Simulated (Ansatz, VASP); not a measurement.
# B3As in VASP and in Ansatz

```
B As
1.0
     3.37751    0.00000    0.00000
     0.00000    3.37751    0.00000
     0.00000    0.00000    3.37751
B As
3 1
Cartesian
  0.0000 1.6888 1.6888
  1.6888 0.0000 1.6888
  1.6888 1.6888 0.0000
  0.0000 0.0000 0.0000
```

Change from the starting cell: species swapped into the GdPd3 type (Pm-3m, No. 221).

Alike in both runs: functional PBE; k mesh 6 × 6 × 6; occupations gaussian, width 0.1 eV; no spin polarisation.

Ansatz relaxed the structure, and its values are those at the end. VASP's run is a single point on that final structure, the one shown.

|  | VASP | Ansatz |
| --- | --- | --- |
| version | VASP 6.6.1 | Ansatz 0.2.0 |
| potentials or method | VASP PAW PBE potentials, release 64 (B, As), cutoff 520 eV | scalar-relativistic, plane waves, PAW |
| valence electrons in the cell | 14 | 24 |

Ansatz gave:

```
gap on the k mesh at the Fermi level (eV) : none
pressure (GPa)                            : -0.1
```

Estimate VASP's values.

gap on the k mesh at the Fermi level (eV): none; pressure (GPa): 0.3.

A gap of «none» marks a metal or a gap that the smearing closes. With one functional, cell and mesh, what is left measures potentials, basis and numerics. VASP's potentials hold 14 valence electrons a cell and Ansatz's 24, so a difference there can come from the potentials and not from the codes.
